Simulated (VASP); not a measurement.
# HfZr2S6 (P-31m) in VASP: notebook

The runs below take HfZr2S6 through single point, with PBE.

Everything below comes from runs of VASP 6.6.1. Logs are shortened: lines on timing, memory, paths and dates and some standing lists are left out, and cuts for length are marked.

## (1) The cell of the first run

It takes space group P-31m (No. 162, trigonal). The conventional cell has a = 6.201 Å, b = 6.201 Å, c = 5.859 Å, α = 90.00°, β = 90.00°, γ = 120.00°. Within 3.3 Å of Zr (site symmetry 32) lie 6 S at 2.49 Å. Within 3.3 Å of Hf (site symmetry -3m) lie 6 S at 2.49 Å. S (site symmetry m) has 1 Hf at 2.49 Å and 2 Zr at 2.49 Å within 3.3 Å.

## (2) Single point, PBE

INCAR reads:

```
PREC = Accurate
ENCUT = 520
EDIFF = 1E-6
ISMEAR = 0
SIGMA = 0.1
LREAL = F
LASPH = T
NELM = 100
ALGO = Normal
ISIF = 2
LWAVE = F
LCHARG = F
GGA = PE
NBANDS = 45
```

KPOINTS reads:

```
Automatic mesh
0
Gamma
  3 3 4
```

POSCAR reads:

```
HfZr2S6
1.0
    6.2010660800      0.0000000000      0.0000000000
   -3.1005330400      5.3702807600      0.0000000000
    0.0000000000      0.0000000000      5.8591019500
Zr Hf S
2 1 6
Direct
    0.6666666700      0.3333333300      0.0000000000
    0.3333333300      0.6666666700      0.0000000000
    0.0000000000      0.0000000000      0.0000000000
    0.3333333300      0.3333333300      0.7620900300
    0.0000000000      0.6666666700      0.7620900300
    0.6666666700      0.0000000000      0.7620900300
    0.0000000000      0.3333333300      0.2379099700
    0.6666666700      0.6666666700      0.2379099700
    0.3333333300      0.0000000000      0.2379099700
```

Potentials or basis: VASP PAW PBE potentials, release 64 (Zr_sv, Hf_pv, S).

Launch:

```sh
cat potpaw_PBE.64/Zr_sv/POTCAR potpaw_PBE.64/Hf_pv/POTCAR potpaw_PBE.64/S/POTCAR > POTCAR
mpirun -np 1 vasp_std > vasp.out
```

OUTCAR:

```text
PREC = Accurate
   ENCUT = 520
   EDIFF = 1E-6
   ISMEAR = 0
   LREAL = F
   LASPH = T
   NELM = 100
   ISIF = 2
   GGA = PE

 ion  position               nearest neighbor table
   1  0.667  0.333  0.000-   7 2.49   6 2.49   5 2.49   9 2.49   4 2.49   8 2.49   3 3.58   2 3.58
                             2 3.58   3 3.58   3 3.58   2 3.58
   2  0.333  0.667  0.000-   5 2.49   9 2.49   7 2.49   6 2.49   8 2.49   4 2.49   3 3.58   1 3.58
                             1 3.58   3 3.58   3 3.58   1 3.58
   3  0.000  0.000  0.000-   6 2.49   9 2.49   4 2.49   7 2.49   8 2.49   5 2.49   1 3.58   2 3.58
                             1 3.58   2 3.58   1 3.58   2 3.58
   4  0.333  0.333  0.762-   3 2.49   1 2.49   2 2.49
   5  0.000  0.667  0.762-   2 2.49   3 2.49   1 2.49
   6  0.667  0.000  0.762-   3 2.49   1 2.49   2 2.49
   7  0.000  0.333  0.238-   1 2.49   3 2.49   2 2.49
   8  0.667  0.667  0.238-   3 2.49   2 2.49   1 2.49
   9  0.333  0.000  0.238-   3 2.49   2 2.49   1 2.49

  LATTYP: Found a hexagonal cell.
 ALAT       =     6.2010660800
 C/A-ratio  =     0.9448539774

  Lattice vectors:

 A1 = (   6.2010660800,   0.0000000000,   0.0000000000)
 A2 = (  -3.1005330400,   5.3702807600,   0.0000000000)
 A3 = (   0.0000000000,   0.0000000000,   5.8591019500)

Analysis of symmetry for initial positions (statically):
=====================================================================
 Subroutine PRICEL returns:
 Original cell was already a primitive cell.

 Routine SETGRP: Setting up the symmetry group for a
 hexagonal supercell.

 Subroutine GETGRP returns: Found 12 space group operations
 (whereof 12 operations were pure point group operations)
 out of a pool of 24 trial point group operations.

The static configuration has the point symmetry D_3d.

Analysis of symmetry for dynamics (positions and initial velocities):
=====================================================================
 Subroutine PRICEL returns:
 Original cell was already a primitive cell.

 Routine SETGRP: Setting up the symmetry group for a
 hexagonal supercell.

 Subroutine GETGRP returns: Found 12 space group operations
 (whereof 12 operations were pure point group operations)
 out of a pool of 24 trial point group operations.

The dynamic configuration has the point symmetry D_3d.

 Subroutine INISYM returns: Found 12 space group operations
 (whereof 12 operations are pure point group operations),
 and found     1 'primitive' translations

----------------------------------------------------------------------------------------

                                     Primitive cell

  volume of cell :     195.1167

  direct lattice vectors                    reciprocal lattice vectors
     6.201066080  0.000000000  0.000000000     0.161262594  0.093105002  0.000000000
    -3.100533040  5.370280760  0.000000000     0.000000000  0.186210004  0.000000000
     0.000000000  0.000000000  5.859101950     0.000000000  0.000000000  0.170674620

  length of vectors
     6.201066080  6.201066084  5.859101950     0.186210004  0.186210004  0.170674620

  position of ions in fractional coordinates (direct lattice)
     0.666666670  0.333333330  0.000000000
     0.333333330  0.666666670  0.000000000
     0.000000000  0.000000000  0.000000000
     0.333333330  0.333333330  0.762090030
     0.000000000  0.666666670  0.762090030
     0.666666670  0.000000000  0.762090030
     0.000000000  0.333333330  0.237909970
     0.666666670  0.666666670  0.237909970
     0.333333330  0.000000000  0.237909970

  ion indices of the primitive-cell ions
   primitive index   ion index
                 1           1
                 2           2
                 3           3
                 4           4
                 5           5
                 6           6
                 7           7
                 8           8
                 9           9

----------------------------------------------------------------------------------------

 KPOINTS: Automatic mesh

Automatic generation of k-mesh.
 Grid dimensions read from file:
 generate k-points for:    3    3    4

 Generating k-lattice:

  Cartesian coordinates                     Fractional coordinates (reciprocal lattice)
     0.053754198  0.031035001  0.000000000     0.333333333  0.000000000  0.000000000
     0.000000000  0.062070001  0.000000000     0.000000000  0.333333333  0.000000000
     0.000000000  0.000000000  0.042668655     0.000000000  0.000000000  0.250000000

  Length of vectors
     0.062070001  0.062070001  0.042668655

  Shift w.r.t. Gamma in fractional coordinates (k-lattice)
     0.000000000  0.000000000  0.000000000

 Subroutine IBZKPT returns following result:
 ===========================================

 Found     10 irreducible k-points:

 Following reciprocal coordinates:
            Coordinates               Weight
  0.000000  0.000000  0.000000      1.000000
  0.333333  0.000000  0.000000      6.000000
  0.333333  0.333333  0.000000      2.000000
  0.000000  0.000000  0.250000      2.000000
  0.333333  0.000000  0.250000     12.000000
  0.333333  0.333333  0.250000      2.000000
 -0.333333 -0.333333  0.250000      2.000000
  0.000000  0.000000  0.500000      1.000000
  0.333333  0.000000  0.500000      6.000000
  0.333333  0.333333  0.500000      2.000000
   k-points           NKPTS =     10   k-points in BZ     NKDIM =     10   number of bands    NBANDS=     45
   number of dos      NEDOS =    301   number of ions     NIONS =      9
   total plane-waves  NPLWV = 110592
   dimension x,y,z NGX =    48 NGY =   48 NGZ =   48
   dimension x,y,z NGXF=    96 NGYF=   96 NGZF=   96
   ions per type =               2   1   6
   NGX,Y,Z   is equivalent  to a cutoff of  12.87, 12.87, 13.62 a.u.
   NGXF,Y,Z  is equivalent  to a cutoff of  25.74, 25.74, 27.24 a.u.
 SYSTEM =  unknown system
   PREC   = accura    normal or accurate (medium, high low for compatibility)
   ISTART =      0    job   : 0-new  1-cont  2-samecut
   ICHARG =      2    charge: 1-file 2-atom 10-const
   ISPIN  =      1    spin polarized calculation?
   LNONCOLLINEAR =      F non collinear calculations
   LSORBIT =      F    spin-orbit coupling
   LASPH  =      T    aspherical Exc in radial PAW
   ENCUT  =  520.0 eV  38.22 Ry    6.18 a.u.  11.53 11.53 10.89*2*pi/ulx,y,z
   NELM   =    100;   NELMIN=  2; NELMDL= -5     # of ELM steps
   EDIFF  = 0.1E-05   stopping-criterion for ELM
   LREAL  =      F    real-space projection
   EDIFFG = 0.1E-04   stopping-criterion for IOM
   NSW    =      0    number of steps for IOM
   IBRION =     -1    ionic relax: 0-MD 1-quasi-New 2-CG
   NFREE  =      0    steps in history (QN), initial steepest desc. (CG)
   ISIF   =      2    stress and relaxation
   ISYM   =      2    0-nonsym 1-usesym 2-fastsym
   POTIM  = 0.5000    time-step for ionic-motion
   TEBEG  =    0.0;   TEEND  =   0.0 temperature during run
   PSTRESS=    0.0 pullay stress
   NELECT =      70.0000    total number of electrons
   NUPDOWN=      -1.0000    fix difference up-down
   EMIN   =  10.00;   EMAX   =-10.00  energy-range for DOS
   EFERMI =   0.00;   METHOD = LEGACY
   ISMEAR =     0;   SIGMA  =   0.10  broadening in eV -4-tet -1-fermi 0-gaus
   EFERMI_NEDOS =   21; number of points for ismear=-14 and -15
   IALGO  =     38    algorithm
   IMIX   =      4    mixing-type and parameters
     AMIX     =   0.40;   BMIX     =  1.00
     AMIX_MAG =   1.60;   BMIX_MAG =  1.00
  volume/ion in A,a.u.               =      21.68       146.30
  Fermi-wavevector in a.u.,A,eV,Ry     =   1.163258  2.198239 18.410984  1.353169
  Thomas-Fermi vector in A             =   2.299810
   LORBIT       =      0    0 simple, 1 ext, 2 COOP (PROOUT), +10 PAW based schemes
   GGA     = PE    functional components
   LHFCALC =     F    Hartree Fock is set to
   AEXX    =    0.0000 exact exchange contribution
   IVDW    =     0    specifies the selected vdW correction
   LEPSILON=     F    determine dielectric tensor
   LRPA    =     F    only Hartree local field effects (RPA)
 non-spin polarized calculation
 Gauss-broadening in eV      SIGMA  =   0.10
  energy-cutoff  :      520.00
  volume of cell :      195.12
 maximum number of plane-waves:      5314
 NGX is ok and might be reduce to    48
   NGX = 23   NGY = 23   NGZ = 21

 number of electron      69.9999995 magnetization

 Free energy of the ion-electron system (eV)
  ---------------------------------------------------
  ext. energy  EPLUGINS =         0.00000000
  ---------------------------------------------------
  free energy    TOTEN  =       -65.24540571 eV

  energy without entropy =      -65.24540571  energy(sigma->0) =      -65.24540571

 E-fermi :   4.9634     XC(G=0):  -9.7366

 val. band max:        4.4757427433   @ k =   0.0000   0.0000   0.0000
 cond. band min:       5.6711800155   @ k =   0.3333   0.3333   0.5000
 fundamental gap:      1.1954372722
 Fermi energy:         4.9634310260

 k-point     1 :       0.0000    0.0000    0.0000
  band No.  band energies     occupation
      1     -44.1542      2.00000
      2     -44.1331      2.00000
      3     -25.9627      2.00000
      4     -25.9627      2.00000
      5     -25.9525      2.00000
      6     -22.3554      2.00000
[... 37 lines left out ...]
     44       8.3097      0.00000
     45       9.9527      0.00000

 k-point     2 :       0.3333    0.0000    0.0000
  band No.  band energies     occupation
      1     -44.1498      2.00000
      2     -44.1376      2.00000
      3     -25.9633      2.00000
      4     -25.9618      2.00000
      5     -25.9524      2.00000
      6     -22.3647      2.00000
[... 37 lines left out ...]
     44       8.5185      0.00000
     45       9.4318      0.00000

 k-point     3 :       0.3333    0.3333    0.0000
  band No.  band energies     occupation
      1     -44.1437      2.00000
      2     -44.1437      2.00000
      3     -25.9624      2.00000
      4     -25.9624      2.00000
      5     -25.9523      2.00000
      6     -22.3813      2.00000
[... 325 lines left out ...]
     44       8.5378      0.00000
     45       9.3969      0.00000

 k-point    10 :       0.3333    0.3333    0.5000
  band No.  band energies     occupation
      1     -44.1437      2.00000
      2     -44.1437      2.00000
      3     -25.9624      2.00000
      4     -25.9624      2.00000
      5     -25.9525      2.00000
      6     -22.3811      2.00000
[... 37 lines left out ...]
     44       8.4818      0.00000
     45      10.0509      0.00000

------------------------ aborting loop because EDIFF is reached ----------------------------------------

  FORCE on cell =-STRESS in cart. coord.  units (eV):
  Direction    XX          YY          ZZ          XY          YZ          ZX
  --------------------------------------------------------------------------------------
  -------------------------------------------------------------------------------------
  Total       11.5810372     11.5810372     11.3387921      0.0000000      0.0000000      0.0000000
  in kB       95.0963028     95.0963029     93.1071362      0.0000000      0.0000000      0.0000000
  external PRESSURE =      94.4332473 kB  Pullay stress =       0.0000000 kB

 VOLUME and BASIS-vectors are now :
 -----------------------------------------------------------------------------
  energy-cutoff  :      520.00
  volume of cell :      195.12
      direct lattice vectors                 reciprocal lattice vectors
     6.201066080  0.000000000  0.000000000     0.161262594  0.093105002  0.000000000
    -3.100533040  5.370280760  0.000000000     0.000000000  0.186210004  0.000000000
     0.000000000  0.000000000  5.859101950     0.000000000  0.000000000  0.170674620

 POSITION                                       TOTAL-FORCE (eV/Angst)
 -----------------------------------------------------------------------------------
      3.10053      1.79009      0.00000         0.000000     -0.000000      0.000000
     -0.00000      3.58019      0.00000         0.000000     -0.000000      0.000000
      0.00000      0.00000      0.00000         0.000000     -0.000000      0.000000
      1.03351      1.79009      4.46516        -0.109041     -0.188865     -1.140587
     -2.06702      3.58019      4.46516        -0.109041      0.188865     -1.140587
      4.13404      0.00000      4.46516         0.218083     -0.000000     -1.140587
     -1.03351      1.79009      1.39394         0.109041     -0.188865      1.140587
      2.06702      3.58019      1.39394         0.109041      0.188865      1.140587
      2.06702      0.00000      1.39394        -0.218083     -0.000000      1.140587
 -----------------------------------------------------------------------------------
    total drift:                               -0.000000      0.000000     -0.000000

  FREE ENERGIE OF THE ION-ELECTRON SYSTEM (eV)
  ---------------------------------------------------
  free  energy   TOTEN  =       -65.2454057104 eV

  energy  without entropy=      -65.2454057104  energy(sigma->0) =      -65.24540571
```

Wall time 70 s (1 thread of Intel Xeon Platinum 8488C (Sapphire Rapids), shared host); peak memory 0.35 GiB.

What came out:

```yaml
Free_energy: -65.2454 eV
Pressure: 9.4 GPa
Largest_force: 1.161 eV/Å
Band_gap_on_the_k_mesh: 1.20 eV, indirect (least direct gap 1.73 eV)
```

Forces in eV/Å, atoms in the order of the input:
```
Zr   0.000  0.000  0.000
Zr   0.000  0.000  0.000
Hf   0.000  0.000  0.000
S   -0.109 -0.189 -1.141
S   -0.109  0.189 -1.141
S    0.218  0.000 -1.141
S    0.109 -0.189  1.141
S    0.109  0.189  1.141
S   -0.218  0.000  1.141
```

Caveat: spin-orbit coupling is left out, which moves the levels of the heavy elements; this functional lacks dispersion, which binds the layers, so the pressure and a relaxed spacing across them are unreliable; forces of over 1 eV/Å act on the atoms, so gaps and moduli don't describe the material at rest. A k mesh can miss the band edges.

## (3) Single point, PBE

This run uses another cell than the first one, of 25.54 Å³/atom, 1.178 times its volume.

INCAR reads:

```
PREC = Accurate
ENCUT = 520
EDIFF = 1E-6
ISMEAR = 0
SIGMA = 0.1
LREAL = False
LASPH = True
NELM = 80
ALGO = Normal
ISIF = 2
LWAVE = False
LCHARG = False
GGA = PE
NBANDS = 45
```

KPOINTS is that of step 2.

POSCAR reads:

```
HfZr2S6
1.0
    6.3662879101      0.0000000000      0.0000000000
   -3.1831439551      5.5133670580      0.0000000000
    0.0000000000      0.0000000000      6.5475171900
Zr Hf S
2 1 6
Direct
    0.6666666667      0.3333333333      0.0000000000
    0.3333333333      0.6666666667      0.0000000000
    0.0000000000      0.0000000000      0.0000000000
    0.3310369957      0.3310369957      0.7791506127
    0.0000000000      0.6689630043      0.7791506127
    0.6689630043      0.0000000000      0.7791506127
    0.0000000000      0.3310369957      0.2208493873
    0.6689630043      0.6689630043      0.2208493873
    0.3310369957      0.0000000000      0.2208493873
```

Potentials or basis: VASP PAW PBE potentials, release 64 (Zr_sv, Hf_pv, S).

Launch:

```sh
cat potpaw_PBE.64/Zr_sv/POTCAR potpaw_PBE.64/Hf_pv/POTCAR potpaw_PBE.64/S/POTCAR > POTCAR
mpirun -np 1 vasp_std > vasp.out
```

OUTCAR:

```text
PREC = Accurate
   ENCUT = 520
   EDIFF = 1E-6
   ISMEAR = 0
   LREAL = False
   LASPH = True
   NELM = 80
   ISIF = 2
   GGA = PE

 ion  position               nearest neighbor table
   1  0.667  0.333  0.000-   7 2.57   6 2.57   9 2.57   5 2.57   4 2.57   8 2.57   2 3.68   3 3.68
                             2 3.68   3 3.68   3 3.68   2 3.68
   2  0.333  0.667  0.000-   5 2.57   9 2.57   6 2.57   7 2.57   8 2.57   4 2.57   1 3.68   3 3.68
                             1 3.68   3 3.68   3 3.68   1 3.68
[... 686 lines left out ...]
  in kB       -2.1596200     -2.1596200      0.1041101      0.0000000      0.0000000     -0.0000000
  external PRESSURE =      -1.4050433 kB  Pullay stress =       0.0000000 kB

 VOLUME and BASIS-vectors are now :
 -----------------------------------------------------------------------------
  energy-cutoff  :      520.00
  volume of cell :      229.82
      direct lattice vectors                 reciprocal lattice vectors
     6.366287910  0.000000000  0.000000000     0.157077407  0.090688683  0.000000000
    -3.183143955  5.513367058  0.000000000     0.000000000  0.181377367  0.000000000
     0.000000000  0.000000000  6.547517190     0.000000000  0.000000000  0.152729649

 POSITION                                       TOTAL-FORCE (eV/Angst)
 -----------------------------------------------------------------------------------
      3.18314      1.83779      0.00000        -0.000000     -0.000000     -0.000000
     -0.00000      3.67558      0.00000        -0.000000     -0.000000     -0.000000
      0.00000      0.00000      0.00000        -0.000000     -0.000000     -0.000000
      1.05374      1.82513      5.10150        -0.017960     -0.031107      0.011421
     -2.12941      3.68824      5.10150        -0.017960      0.031107      0.011421
      4.25881      0.00000      5.10150         0.035919     -0.000000      0.011421
     -1.05374      1.82513      1.44602         0.017960     -0.031107     -0.011421
      2.12941      3.68824      1.44602         0.017960      0.031107     -0.011421
      2.10748      0.00000      1.44602        -0.035919     -0.000000     -0.011421
 -----------------------------------------------------------------------------------
    total drift:                               -0.000000      0.000000      0.000000

  FREE ENERGIE OF THE ION-ELECTRON SYSTEM (eV)
  ---------------------------------------------------
  free  energy   TOTEN  =       -65.8073766774 eV

  energy  without entropy=      -65.8073766774  energy(sigma->0) =      -65.80737668
```

Wall time 1.7 min (1 thread of Intel Xeon Platinum 8488C (Sapphire Rapids), shared host); peak memory 0.38 GiB.

Results:

```
Free energy            : -65.8074 eV
Pressure               : -0.1 GPa
Largest force          : 0.038 eV/Å
Band gap on the k mesh : 1.24 eV, indirect (least direct gap 1.79 eV)
```

Forces on the atoms (eV/Å):
```
Zr   0.000  0.000  0.000
Zr   0.000  0.000  0.000
Hf   0.000  0.000  0.000
S   -0.018 -0.031  0.011
S   -0.018  0.031  0.011
S    0.036  0.000  0.011
S    0.018 -0.031 -0.011
S    0.018  0.031 -0.011
S   -0.036  0.000 -0.011
```

Stress tensor (GPa, compression positive):
```
-0.22  0.00  0.00
 0.00 -0.22  0.00
 0.00  0.00  0.01
```

Levels at points of the mesh, in eV from the valence-band top:
```csv
k point,band 32,band 33,band 34,band 35,band 36,band 37,band 38,band 39
"(0.00, 0.00, 0.00)",-1.42,-0.31,0.00,0.00,1.79,1.79,2.33,2.34
"(0.00, 0.00, 0.50)",-1.61,-1.25,-0.03,-0.03,1.78,1.78,2.38,2.48
```

Caveat: spin-orbit coupling is left out, which moves the levels of the heavy elements; this functional lacks dispersion, which binds the layers, so the pressure and a relaxed spacing across them are unreliable. As with any semilocal functional, this PBE gap is likely too small.
